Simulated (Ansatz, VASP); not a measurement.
ZnCu2SnS4 in VASP and in Ansatz

```
Zn Cu Sn S
1.0
    -2.71710    2.71710    5.42480
     2.71710   -2.71710    5.42480
     2.71710    2.71710   -5.42480
Zn Cu Sn S
1 2 1 4
Direct
  0.25000 0.75000 0.50000
  0.00000 0.00000 0.00000
  0.75000 0.25000 0.50000
  0.50000 0.50000 0.00000
  0.37059 0.89840 0.00926
  0.10160 0.11087 0.47219
  0.88913 0.36133 0.99074
  0.63867 0.62941 0.52781
```

Alike in both runs: functional LDA; k mesh 6 × 6 × 6; occupations gaussian, width 0.05 eV; no spin polarisation.

Ansatz relaxed the structure, and its values are those at the end. VASP's run is a single point on that final structure, the one shown.

```csv
,VASP,Ansatz
version,VASP 6.6.1,Ansatz 0.2.0
potentials or method,"VASP PAW LDA potentials, release 64 (Zn, Cu, Sn_d, S), cutoff 600 eV","scalar-relativistic, plane waves, PAW"
valence electrons in the cell,72,88
```

Ansatz gave:

```
pressure (GPa)                     : -4.8
rms of the force components (eV/Å) : 0.000
```

Task: Which values does VASP return?

Result: Pressure (GPa): -4.6; rms of the force components (eV/Å): 0.016.

LDA's correlation is that of Perdew and Zunger in VASP and of Perdew and Wang (1992) in Ansatz. VASP's potentials hold 72 valence electrons a cell and Ansatz's 88, so a difference there can come from the potentials and not from the codes. Ansatz's warnings: stress scf threshold loose.
